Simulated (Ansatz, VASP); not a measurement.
## TePb in VASP and in Ansatz

INCAR

```
  ALGO = Normal
  EDIFF = 1E-6
  ENCUT = 500
  GGA = LIBXC
  GGA_COMPAT = False
  ISIF = 2
  ISMEAR = -1
  LASPH = True
  LCHARG = False
  LIBXC1 = GGA_X_B88
  LIBXC2 = GGA_C_PBE
  LREAL = False
  LWAVE = False
  NBANDS = 17
  NELM = 120
  PREC = Accurate
  SIGMA = 0.05
```

KPOINTS

```
k-points
0
Gamma
  7 7 7
```

Contents of POSCAR:

```
TePb
1.0
    0.0000000000      3.1650427173      3.1650427173
    3.1650427173      0.0000000000      3.1650427173
    3.1650427173      3.1650427173      0.0000000000
Pb Te
1 1
Direct
    0.0000000000      0.0000000000      0.0000000000
    0.5000000000      0.5000000000      0.5000000000
```

The input input.yaml:

```yaml
crystal:
  lattice:
    - [0.0, 3.1650427173, 3.1650427173]
    - [3.1650427173, 0.0, 3.1650427173]
    - [3.1650427173, 3.1650427173, 0.0]
  atoms:
    - { symbol: Pb, position: [0.0, 0.0, 0.0] }
    - { symbol: Te, position: [0.5, 0.5, 0.5] }
hamiltonian:
  xc: { exchange: b88, correlation: pbe }
  pseudopotentials: { kind: paw }
kpoints:
  mp_grid: { grid: [7, 7, 7] }
scf:
  occupations: { method: fermi_dirac, width: 0.05 }
output:
  forces: true
  stress: true
  eigenvalues: true
```

Alike in both runs: task single point; functional b88 exchange, pbe correlation; k mesh 7 × 7 × 7; occupations fermi-dirac, width 0.05 eV; no spin polarisation.

```csv
,VASP,Ansatz
version,VASP 6.6.1,Ansatz 0.2.0
potentials or method,"VASP PAW PBE potentials, release 64 (Pb_d, Te)",Ansatz PAW
plane-wave cutoff (eV),500,420
valence electrons in the cell,20,30
```

VASP gave:

- pressure (GPa): 5.2

Task: Which values does Ansatz return?

Result: Pressure (GPa): 5.3.

VASP's potentials were made for PBE, not for b88 exchange, pbe correlation. With one functional, cell and mesh, what is left measures potentials, basis and numerics. VASP's potentials hold 20 valence electrons a cell and Ansatz's 30, so a difference there can come from the potentials and not from the codes.

Neither program's run includes spin-orbit coupling.
